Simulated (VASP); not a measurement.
# Mo (Im-3m) in VASP: further runs

Mo is run at these levels: PBE; tasks: single point, relaxation of cell and atoms.

All numbers are computed with VASP 6.6.1; they aren't measurements. Logs are shortened: lines on timing, memory, paths and dates and some standing lists are left out, and cuts for length are marked.

## 1. The cell of the first run

The structure is cubic, space group Im-3m (No. 229). The conventional cell has a = 3.025 Å, b = 3.025 Å, c = 3.025 Å, α = 90.00°, β = 90.00°, γ = 90.00°. Mo (site symmetry m-3m) has 14 Mo at 2.62 to 3.02 Å within 3.5 Å.

## 2. Single point, PBE

File INCAR:

```
SYSTEM = Mo
ALGO = Normal ; EDIFF = 1E-7
ENCUT = 520 ; GGA = PE
ISIF = 2 ; ISMEAR = 0
LASPH = .True. ; LCHARG = .False.
LREAL = .False. ; LWAVE = .False.
NBANDS = 13 ; NELM = 80
PREC = Accurate ; SIGMA = 0.1
```

File KPOINTS:

```
k-points
0
Gamma
  20 20 20
  0 0 0
```

File POSCAR:

```
Mo
1.0
   -1.5123810897      1.5123810897      1.5123810897
    1.5123810897     -1.5123810897      1.5123810897
    1.5123810897      1.5123810897     -1.5123810897
Mo
1
Direct
    0.0000000000      0.0000000000      0.0000000000
```

Potentials or basis: VASP PAW PBE potentials, release 64 (Mo_sv).

Run with:

```sh
cat potpaw_PBE.64/Mo_sv/POTCAR > POTCAR
mpirun -np 1 vasp_std > vasp.out
```

OUTCAR:

```text
SYSTEM = Mo
   EDIFF = 1E-7
   ENCUT = 520
   GGA = PE
   ISIF = 2
   ISMEAR = 0
   LASPH = .True.
   LREAL = .False.
   NELM = 80
   PREC = Accurate

 ion  position               nearest neighbor table
   1  0.000  0.000  0.000-

  LATTYP: Found a body centered cubic cell.
 ALAT       =     3.0247621794

  Lattice vectors:

 A1 = (  -1.5123810897,   1.5123810897,   1.5123810897)
 A2 = (   1.5123810897,  -1.5123810897,   1.5123810897)
 A3 = (   1.5123810897,   1.5123810897,  -1.5123810897)

Analysis of symmetry for initial positions (statically):
=====================================================================
 Subroutine PRICEL returns:
 Original cell was already a primitive cell.

 Routine SETGRP: Setting up the symmetry group for a
 body centered cubic supercell.

 Subroutine GETGRP returns: Found 48 space group operations
 (whereof 48 operations were pure point group operations)
 out of a pool of 48 trial point group operations.

The static configuration has the point symmetry O_h .

Analysis of symmetry for dynamics (positions and initial velocities):
=====================================================================
 Subroutine PRICEL returns:
 Original cell was already a primitive cell.

 Routine SETGRP: Setting up the symmetry group for a
 body centered cubic supercell.

 Subroutine GETGRP returns: Found 48 space group operations
 (whereof 48 operations were pure point group operations)
 out of a pool of 48 trial point group operations.

The dynamic configuration has the point symmetry O_h .

 Subroutine INISYM returns: Found 48 space group operations
 (whereof 48 operations are pure point group operations),
 and found     1 'primitive' translations

----------------------------------------------------------------------------------------

                                     Primitive cell

  volume of cell :      13.8371

  direct lattice vectors                    reciprocal lattice vectors
    -1.512381090  1.512381090  1.512381090     0.000000000  0.330604504  0.330604504
     1.512381090 -1.512381090  1.512381090     0.330604504  0.000000000  0.330604504
     1.512381090  1.512381090 -1.512381090     0.330604504  0.330604504  0.000000000

  length of vectors
     2.619520888  2.619520888  2.619520888     0.467545373  0.467545373  0.467545373

  position of ions in fractional coordinates (direct lattice)
     0.000000000  0.000000000  0.000000000

  ion indices of the primitive-cell ions
   primitive index   ion index
                 1           1

----------------------------------------------------------------------------------------

 KPOINTS: k-points

Automatic generation of k-mesh.
 Grid dimensions read from file:
 generate k-points for:   20   20   20

 Generating k-lattice:

  Cartesian coordinates                     Fractional coordinates (reciprocal lattice)
     0.000000000  0.016530225  0.016530225     0.050000000  0.000000000  0.000000000
     0.016530225  0.000000000  0.016530225     0.000000000  0.050000000  0.000000000
     0.016530225  0.016530225  0.000000000     0.000000000  0.000000000  0.050000000

  Length of vectors
     0.023377269  0.023377269  0.023377269

  Shift w.r.t. Gamma in fractional coordinates (k-lattice)
     0.000000000  0.000000000  0.000000000

 Subroutine IBZKPT returns following result:
 ===========================================

 Found    256 irreducible k-points:

 Following reciprocal coordinates:
            Coordinates               Weight
  0.000000  0.000000  0.000000      1.000000
  0.050000  0.000000  0.000000     12.000000
  0.100000  0.000000  0.000000     12.000000
  0.150000  0.000000  0.000000     12.000000
  0.200000  0.000000  0.000000     12.000000
  0.250000  0.000000  0.000000     12.000000
[... 16 lines left out ...]
  0.200000  0.100000 -0.000000     48.000000
  0.250000  0.100000  0.000000     48.000000
 [... further k-points ...]
   k-points           NKPTS =    256   k-points in BZ     NKDIM =    256   number of bands    NBANDS=     13
   number of dos      NEDOS =    301   number of ions     NIONS =      1
   total plane-waves  NPLWV =   8000
   dimension x,y,z NGX =    20 NGY =   20 NGZ =   20
   dimension x,y,z NGXF=    40 NGYF=   40 NGZF=   40
   ions per type =               1
   NGX,Y,Z   is equivalent  to a cutoff of  12.69, 12.69, 12.69 a.u.
   NGXF,Y,Z  is equivalent  to a cutoff of  25.39, 25.39, 25.39 a.u.
 SYSTEM =  Mo
   PREC   = accura    normal or accurate (medium, high low for compatibility)
   ISTART =      0    job   : 0-new  1-cont  2-samecut
   ICHARG =      2    charge: 1-file 2-atom 10-const
   ISPIN  =      1    spin polarized calculation?
   LNONCOLLINEAR =      F non collinear calculations
   LSORBIT =      F    spin-orbit coupling
   LASPH  =      T    aspherical Exc in radial PAW
   ENCUT  =  520.0 eV  38.22 Ry    6.18 a.u.   4.87  4.87  4.87*2*pi/ulx,y,z
   NELM   =     80;   NELMIN=  2; NELMDL= -5     # of ELM steps
   EDIFF  = 0.1E-06   stopping-criterion for ELM
   LREAL  =      F    real-space projection
   EDIFFG = 0.1E-05   stopping-criterion for IOM
   NSW    =      0    number of steps for IOM
   IBRION =     -1    ionic relax: 0-MD 1-quasi-New 2-CG
   NFREE  =      0    steps in history (QN), initial steepest desc. (CG)
   ISIF   =      2    stress and relaxation
   ISYM   =      2    0-nonsym 1-usesym 2-fastsym
   POTIM  = 0.5000    time-step for ionic-motion
   TEBEG  =    0.0;   TEEND  =   0.0 temperature during run
   PSTRESS=    0.0 pullay stress
   NELECT =      14.0000    total number of electrons
   NUPDOWN=      -1.0000    fix difference up-down
   EMIN   =  10.00;   EMAX   =-10.00  energy-range for DOS
   EFERMI =   0.00;   METHOD = LEGACY
   ISMEAR =     0;   SIGMA  =   0.10  broadening in eV -4-tet -1-fermi 0-gaus
   EFERMI_NEDOS =   21; number of points for ismear=-14 and -15
   IALGO  =     38    algorithm
   IMIX   =      4    mixing-type and parameters
     AMIX     =   0.40;   BMIX     =  1.00
     AMIX_MAG =   1.60;   BMIX_MAG =  1.00
  volume/ion in A,a.u.               =      13.84        93.38
  Fermi-wavevector in a.u.,A,eV,Ry     =   1.643500  3.105764 36.750574  2.701091
  Thomas-Fermi vector in A             =   2.733623
   LORBIT       =      0    0 simple, 1 ext, 2 COOP (PROOUT), +10 PAW based schemes
   GGA     = PE    functional components
   LHFCALC =     F    Hartree Fock is set to
   AEXX    =    0.0000 exact exchange contribution
   IVDW    =     0    specifies the selected vdW correction
   LEPSILON=     F    determine dielectric tensor
   LRPA    =     F    only Hartree local field effects (RPA)
 non-spin polarized calculation
 Gauss-broadening in eV      SIGMA  =   0.10
  energy-cutoff  :      520.00
  volume of cell :       13.84
 maximum number of plane-waves:       386
   NGX =  9   NGY =  9   NGZ =  9

 number of electron      14.0000004 magnetization

 Free energy of the ion-electron system (eV)
  ---------------------------------------------------
  ext. energy  EPLUGINS =         0.00000000
  ---------------------------------------------------
  free energy    TOTEN  =       -10.68310427 eV

  energy without entropy =      -10.67979248  energy(sigma->0) =      -10.68144837

 E-fermi :  14.7103     XC(G=0): -14.0914

 val. band max:       14.7081230278   @ k =  -0.3000   0.3000   0.1500
 cond. band min:      14.7113376492   @ k =   0.3500   0.0500   0.0000
 fundamental gap:      0.0032146215
 Fermi energy:        14.7102820162

 k-point     1 :       0.0000    0.0000    0.0000
  band No.  band energies     occupation
      1     -46.6771      2.00000
      2     -19.5976      2.00000
      3     -19.5976      2.00000
      4     -19.5976      2.00000
      5       7.0732      2.00000
      6      13.0357      2.00000
      7      13.0357      2.00000
      8      13.0357      2.00000
      9      16.5396      0.00000
     10      16.5396      0.00000
     11      29.6393      0.00000
     12      29.6393      0.00000
     13      29.6393      0.00000

 k-point     2 :       0.0500    0.0000    0.0000
  band No.  band energies     occupation
      1     -46.6670      2.00000
      2     -19.6522      2.00000
      3     -19.6140      2.00000
      4     -19.5982      2.00000
      5       7.2018      2.00000
      6      12.9590      2.00000
      7      13.0235      2.00000
      8      13.1583      2.00000
      9      16.4172      0.00000
     10      16.5398      0.00000
     11      29.7458      0.00000
     12      29.8562      0.00000
     13      29.9365      0.00000

 k-point     3 :       0.1000    0.0000    0.0000
  band No.  band energies     occupation
      1     -46.6374      2.00000
      2     -19.8089      2.00000
      3     -19.6613      2.00000
      4     -19.5999      2.00000
      5       7.5686      2.00000
      6      12.7437      2.00000
      7      12.9732      2.00000
      8      13.5222      2.00000
      9      16.1369      0.00000
     10      16.5454      0.00000
     11      30.0240      0.00000
     12      30.4909      0.00000
     13      30.7197      0.00000
[... 305 lines left out ...]
 k-point    23 :       0.2000    0.1000   -0.0000
  band No.  band energies     occupation
      1     -46.4458      2.00000
      2     -20.7167      2.00000
      3     -19.9351      2.00000
      4     -19.6768      2.00000
      5       9.4363      2.00000
      6      11.7224      2.00000
      7      12.4371      2.00000
      8      15.5877      0.00000
      9      16.5230      0.00000
     10      17.0636      0.00000
     11      30.5046      0.00000
     12      32.0389      0.00000
     13      33.8813      0.00000

 k-point    24 :       0.2500    0.1000    0.0000
  band No.  band energies     occupation
      1     -46.3821      2.00000
      2     -20.9884      2.00000
      3     -20.0487      2.00000
      4     -19.6838      2.00000
      5       9.5212      2.00000
      6      11.3888      2.00000
      7      12.9286      2.00000
      8      15.8215      0.00000
      9      17.1851      0.00000
     10      17.7413      0.00000
     11      29.6086      0.00000
     12      31.4645      0.00000
     13      35.2127      0.00000

 [... further k-points ...]
[... 5 lines left out ...]
  --------------------------------------------------------------------------------------
  -------------------------------------------------------------------------------------
  Total        3.9674163      3.9674163      3.9674163      0.0000000      0.0000000     -0.0000000
  in kB      459.3827168    459.3827168    459.3827168      0.0000000      0.0000000     -0.0000000
  external PRESSURE =     459.3827168 kB  Pullay stress =       0.0000000 kB

 VOLUME and BASIS-vectors are now :
 -----------------------------------------------------------------------------
  energy-cutoff  :      520.00
  volume of cell :       13.84
      direct lattice vectors                 reciprocal lattice vectors
    -1.512381090  1.512381090  1.512381090     0.000000000  0.330604504  0.330604504
     1.512381090 -1.512381090  1.512381090     0.330604504  0.000000000  0.330604504
     1.512381090  1.512381090 -1.512381090     0.330604504  0.330604504  0.000000000

 POSITION                                       TOTAL-FORCE (eV/Angst)
 -----------------------------------------------------------------------------------
      0.00000      0.00000      0.00000        -0.000000     -0.000000      0.000000
 -----------------------------------------------------------------------------------
    total drift:                                0.000000     -0.000000      0.000000

  FREE ENERGIE OF THE ION-ELECTRON SYSTEM (eV)
  ---------------------------------------------------
  free  energy   TOTEN  =       -10.6831042700 eV

  energy  without entropy=      -10.6797924777  energy(sigma->0) =      -10.68144837
```

It took 22 s on 1 thread of Intel Xeon Platinum 8488C (Sapphire Rapids), shared host; peak memory 0.15 GiB.

Results:

- Free energy: -10.6831 eV
- Pressure: 45.9 GPa
- Band gap on the k mesh: zero (band 7 reaches 19.38 eV, above the bottom of band 8 at 13.04 eV)

Levels at points of the mesh, in eV from the Fermi level:
```
           k point  band 3  band 4  band 5  band 6  band 7  band 8  band 9  band 10  band 11  band 12
(0.00, 0.00, 0.00)  -34.31  -34.31   -7.64   -1.67   -1.67   -1.67    1.83     1.83    14.93    14.93
(0.50, 0.00, 0.00)  -34.94  -34.33   -6.15   -4.08    1.94    2.14    2.68     5.62    12.13    13.63
(0.50, 0.50, 0.50)  -35.69  -35.69   -6.51   -6.51    4.67    4.67    4.67    10.04    10.04    10.04
```

## 3. Relaxation of cell and atoms, PBE, target pressure 45 GPa, at which the enthalpy is minimised

This run uses another cell than the first one, of 14.01 Å³/atom, 1.012 times its volume.

File INCAR:

```
SYSTEM = Mo
PREC = Accurate
ENCUT = 600
EDIFF = 1E-6
ISMEAR = 0
SIGMA = 0.1
LREAL = .FALSE.
LASPH = .TRUE.
NELM = 60
ALGO = Fast
ISIF = 3
LWAVE = .FALSE.
LCHARG = .FALSE.
GGA = PE
IBRION = 2
NSW = 50
EDIFFG = -0.003
PSTRESS = 450.0
```

File KPOINTS:

```
regular mesh
0
G
  20 20 20
  0 0 0
```

File POSCAR:

```
Mo
1.0
   -1.5184776336      1.5184776336      1.5184776336
    1.5184776336     -1.5184776336      1.5184776336
    1.5184776336      1.5184776336     -1.5184776336
Mo
1
Direct
    0.0000000000      0.0000000000      0.0000000000
```

Potentials or basis: VASP PAW PBE potentials, release 64 (Mo_sv).

Run with:

```sh
cat potpaw_PBE.64/Mo_sv/POTCAR > POTCAR
mpirun -np 1 vasp_std > vasp.out
```

It took 87 s on 1 thread of Intel Xeon Platinum 8488C (Sapphire Rapids), shared host; peak memory 0.18 GiB.

The run converged. Its results:

```yaml
Free_energy: -10.6911 eV
Relaxed_volume: 13.86 Å³/atom
Relaxed_cell: a = 2.621 Å, b = 2.621 Å, c = 2.621 Å, α = 109.47°, β = 109.47°, γ = 109.47°
Space_group_after_relaxing_to_0.05_Å: Im-3m (No. 229)
Energy_change_on_relaxing_the_enthalpy_is_what_falls: +37.6 meV/atom
Ionic_steps: 7
Pressure_after_relaxing: 45.0 GPa
Band_gap_on_the_k_mesh: zero (band 7 reaches 19.34 eV, above the bottom of band 8 at 13.01 eV)
```

The path:
```csv
step,energy change (eV),largest force (eV/Å),pressure (GPa),volume (Å³)
1,0.0000,0.0000,40.73,14.01
2,0.2442,0.0000,65.86,13.26
3,0.0372,0.0000,44.72,13.87
4,0.0396,0.0000,45.22,13.86
5,0.0386,0.0000,45.14,13.86
6,0.0329,0.0000,44.45,13.88
7,0.0376,0.0000,44.97,13.86
```

Final structure:
```yaml
crystal:
  lattice:
    - [-1.51337, 1.51337, 1.51337]
    - [1.51337, -1.51337, 1.51337]
    - [1.51337, 1.51337, -1.51337]
  atoms:
    - { symbol: Mo, position: [0.00000, 0.00000, 0.00000] }
```

Levels at points of the mesh, in eV from the Fermi level:
| k point | band 5 | band 6 | band 7 | band 8 | band 9 | band 10 |
| --- | --- | --- | --- | --- | --- | --- |
| (0.00, 0.00, 0.00) | -7.63 | -1.67 | -1.67 | -1.67 | 1.83 | 1.83 |
| (0.50, 0.00, 0.00) | -6.14 | -4.07 | 1.94 | 2.13 | 2.67 | 5.60 |
| (0.50, 0.50, 0.50) | -6.49 | -6.49 | 4.66 | 4.66 | 4.66 | 10.02 |

Caveat: the cell is relaxed towards a set pressure, so the enthalpy falls and the energy may rise.
